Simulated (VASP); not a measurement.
# LiF (Fm-3m) in VASP: elastic constants with PBE

Aim: the elastic constants of LiF with PBE.

All numbers are computed with VASP 6.6.1; they aren't measurements. Logs are shortened: lines on timing, memory, paths and dates and some standing lists are left out, and cuts for length are marked.

### Step 1. The cell of the first run

It takes space group Fm-3m (No. 225, cubic). The conventional cell has a = 4.068 Å, b = 4.068 Å, c = 4.068 Å, α = 90.00°, β = 90.00°, γ = 90.00°. Within 2.7 Å of Li (site symmetry m-3m) lie 6 F at 2.03 Å. Within 2.7 Å of F (site symmetry m-3m) lie 6 Li at 2.03 Å.

### Step 2. Elastic constants, PBE

The input, INCAR:

```
SYSTEM = LiF
  PREC = Accurate
  ENCUT = 600
  EDIFF = 1E-8
  ISMEAR = 0
  SIGMA = 0.01
  LREAL = .False.
  LASPH = .True.
  NELM = 80
  ALGO = Normal
  ISIF = 3
  LWAVE = .False.
  LCHARG = .False.
  GGA = PE
  NBANDS = 12
  IBRION = 6
  NFREE = 2
  POTIM = 0.015
  NSW = 1
```

The input, KPOINTS:

```
Automatic mesh
0
Gamma
  12 12 12
  0 0 0
```

The input, POSCAR:

```
LiF
1.0
    0.0000000000      2.0340491107      2.0340491107
    2.0340491107      0.0000000000      2.0340491107
    2.0340491107      2.0340491107      0.0000000000
Li F
1 1
Direct
    0.5000000000      0.5000000000      0.5000000000
    0.0000000000      0.0000000000      0.0000000000
```

Potentials or basis: VASP PAW PBE potentials, release 64 (Li_sv, F).

The run is started by

```sh
$ cat potpaw_PBE.64/Li_sv/POTCAR potpaw_PBE.64/F/POTCAR > POTCAR
$ mpirun -np 1 vasp_std > vasp.out
```

OUTCAR:

```text
SYSTEM = LiF
   PREC = Accurate
   ENCUT = 600
   EDIFF = 1E-8
   ISMEAR = 0
   LREAL = .False.
   LASPH = .True.
   NELM = 80
   ISIF = 3
   GGA = PE
   IBRION = 6
   NFREE = 2
   POTIM = 0.015
   NSW = 1

 ion  position               nearest neighbor table
   1  0.500  0.500  0.500-   2 2.03   2 2.03   2 2.03   2 2.03   2 2.03   2 2.03
   2  0.000  0.000  0.000-   1 2.03   1 2.03   1 2.03   1 2.03   1 2.03   1 2.03

  LATTYP: Found a face centered cubic cell.
 ALAT       =     4.0680982214

  Lattice vectors:

 A1 = (   0.0000000000,   2.0340491107,   2.0340491107)
 A2 = (   2.0340491107,   0.0000000000,   2.0340491107)
 A3 = (   2.0340491107,   2.0340491107,   0.0000000000)

Analysis of symmetry for initial positions (statically):
=====================================================================
 Subroutine PRICEL returns:
 Original cell was already a primitive cell.

 Routine SETGRP: Setting up the symmetry group for a
 face centered cubic supercell.

 Subroutine GETGRP returns: Found 48 space group operations
 (whereof 48 operations were pure point group operations)
 out of a pool of 48 trial point group operations.

The static configuration has the point symmetry O_h .

Analysis of symmetry for dynamics (positions and initial velocities):
=====================================================================
 Subroutine PRICEL returns:
 Original cell was already a primitive cell.

 Routine SETGRP: Setting up the symmetry group for a
 face centered cubic supercell.

 Subroutine GETGRP returns: Found 48 space group operations
 (whereof 48 operations were pure point group operations)
 out of a pool of 48 trial point group operations.

The dynamic configuration has the point symmetry O_h .

 Subroutine INISYM returns: Found 48 space group operations
[... 694 lines left out ...]
      1     -42.1270      2.00000
      2     -20.6155      2.00000
      3      -3.4865      2.00000
      4      -2.0818      2.00000
      5      -1.5335      2.00000
      6      10.4722      0.00000
      7      14.5232      0.00000
      8      17.5271      0.00000
      9      17.7138      0.00000
     10      26.3760      0.00000
     11      28.9131      0.00000
     12      29.4808      0.00000

 [... further k-points ...]

------------------------ aborting loop because EDIFF is reached ----------------------------------------

  FORCE on cell =-STRESS in cart. coord.  units (eV):
  Direction    XX          YY          ZZ          XY          YZ          ZX
  --------------------------------------------------------------------------------------
  -------------------------------------------------------------------------------------
  Total       -0.0753172     -0.0787625     -0.0787625     -0.0000000      0.0000000      0.0000000
  in kB       -7.1695293     -7.4974897     -7.4974897     -0.0000000      0.0000000      0.0000000
  external PRESSURE =      -7.3881695 kB  Pullay stress =       0.0000000 kB
[... 17 lines left out ...]
  FREE ENERGIE OF THE ION-ELECTRON SYSTEM (eV)
  ---------------------------------------------------
  free  energy   TOTEN  =        -9.6430446592 eV

  energy  without entropy=       -9.6430446592  energy(sigma->0) =       -9.64304466

 INTERNAL STRAIN TENSORS FROM STRAINED CELLS
 ============================================

 INTERNAL STRAIN TENSOR FOR ION    1 for displacements in x,y,z  (eV/Angst):
          X           Y           Z          XY          YZ          ZX
  --------------------------------------------------------------------------------
  x    -0.00000    -0.00000     0.00000    -0.00000     0.00000    -0.00000
  y    -0.00000    -0.00000     0.00000     0.00000     0.00000     0.00000
  z     0.00000    -0.00000    -0.00000     0.00000     0.00000     0.00000

 INTERNAL STRAIN TENSORS FROM DISPLACED ATOMS
 ============================================

 INTERNAL STRAIN TENSOR FOR ION    1 for displacements in x,y,z  (eV/Angst):
          X           Y           Z          XY          YZ          ZX
  --------------------------------------------------------------------------------
  x     0.00000     0.00000     0.00000     0.00000     0.00000     0.00000
  y     0.00000     0.00000     0.00000     0.00000     0.00000     0.00000
  z     0.00000     0.00000     0.00000     0.00000     0.00000     0.00000

 INTERNAL STRAIN TENSOR FOR ION    2 for displacements in x,y,z  (eV/Angst):
          X           Y           Z          XY          YZ          ZX
  --------------------------------------------------------------------------------
  x     0.00000     0.00000     0.00000     0.00000     0.00000     0.00000
  y     0.00000     0.00000     0.00000     0.00000     0.00000     0.00000
  z     0.00000     0.00000     0.00000     0.00000     0.00000     0.00000

 Eigenvectors and eigenvalues of the dynamical matrix
 ----------------------------------------------------

   1 f  =    8.159447 THz    51.267318 2PiTHz  272.169860 cm-1    33.744747 meV
             X         Y         Z           dx          dy          dz
      2.034049  2.034049  2.034049    -0.000000    0.819238    0.247265
      0.000000  0.000000  0.000000    -0.000000   -0.495337   -0.149504
[... 21 lines left out ...]
   6 f/i=    0.016777 THz     0.105414 2PiTHz    0.559624 cm-1     0.069384 meV
             X         Y         Z           dx          dy          dz
      2.034049  2.034049  2.034049    -0.189574    0.285813    0.387405
      0.000000  0.000000  0.000000    -0.313537    0.472707    0.640729

--------------------------------------------------------------------------------------------------------

 ELASTIC MODULI CONTR FROM IONIC RELAXATION (kBar)
 Direction    XX          YY          ZZ          XY          YZ          ZX
 --------------------------------------------------------------------------------
 XX           0.0000      0.0000      0.0000      0.0000      0.0000      0.0000
 YY           0.0000      0.0000      0.0000      0.0000      0.0000      0.0000
 ZZ           0.0000      0.0000      0.0000      0.0000      0.0000      0.0000
 XY           0.0000      0.0000      0.0000      0.0000      0.0000      0.0000
 YZ           0.0000      0.0000      0.0000      0.0000      0.0000      0.0000
 ZX           0.0000      0.0000      0.0000      0.0000      0.0000      0.0000
 --------------------------------------------------------------------------------

 TOTAL ELASTIC MODULI (kBar)
 Direction    XX          YY          ZZ          XY          YZ          ZX
 --------------------------------------------------------------------------------
 XX        1067.9408    439.3266    439.3266      0.0000     -0.0000     -0.0000
 YY         439.3266   1067.9408    439.3266     -0.0000      0.0000     -0.0000
 ZZ         439.3266    439.3266   1067.9408     -0.0000     -0.0000     -0.0000
 XY           0.0000     -0.0000     -0.0000    594.6834      0.0000      0.0000
 YZ          -0.0000      0.0000     -0.0000      0.0000    594.6834      0.0000
 ZX          -0.0000     -0.0000     -0.0000      0.0000      0.0000    594.6834
 --------------------------------------------------------------------------------
```

OSZICAR:

```text
N       E                     dE             d eps       ncg     rms          rms(c)
DAV:   1     0.334412141532E+02    0.33441E+02   -0.55602E+03  1744   0.941E+02
DAV:   2    -0.800051546254E+01   -0.41442E+02   -0.40507E+02  2084   0.206E+02
DAV:   3    -0.101098684303E+02   -0.21094E+01   -0.20855E+01  2616   0.334E+01
[... 192 lines left out ...]
DAV:   4    -0.964304076282E+01    0.26582E-04   -0.20600E-04  4560   0.143E-01    0.139E-02
DAV:   5    -0.964304446131E+01   -0.36985E-05   -0.23337E-05  4500   0.394E-02    0.100E-02
DAV:   6    -0.964304471261E+01   -0.25130E-06   -0.13416E-06  4700   0.139E-02    0.167E-03
DAV:   7    -0.964304465955E+01    0.53056E-07   -0.41472E-07  4832   0.541E-03    0.650E-04
DAV:   8    -0.964304465917E+01    0.37858E-09   -0.14370E-08  4216   0.110E-03
  17 F= -.96430447E+01 E0= -.96430447E+01  d E =-.303501E-89
```

Run time: 3.4 min. Hardware: 1 thread of Intel Xeon 6975P-C (Granite Rapids), shared host; peak memory 0.31 GiB.

What came out:

* Elastic constants C11, C12, C44: 107, 44, 59 GPa
* Voigt bulk modulus: 65 GPa
* Highest phonon frequency at Γ, LO-TO splitting left out: 272 cm⁻¹

Phonon frequencies in cm⁻¹ (negative: imaginary):
```
              q point           frequencies
(0.000, 0.000, 0.000)  -1 -1 -1 272 272 272
```

Elastic tensor in Voigt notation (GPa, in the Cartesian axes of the cell as first typed):
```
107  44  44   0   0   0
 44 107  44   0   0   0
 44  44 107   0   0   0
  0   0   0  59   0   0
  0   0   0   0  59   0
  0   0   0   0   0  59
```

Clamped-ion elastic tensor (GPa):
```
107  44  44   0   0   0
 44 107  44   0   0   0
 44  44 107   0   0   0
  0   0   0  59   0   0
  0   0   0   0  59   0
  0   0   0   0   0  59
```

Caveat: the cutoff is under 1.25 times the usual one of these potentials, so pressure, stress and relaxed cells hold a basis-set (Pulay) error.
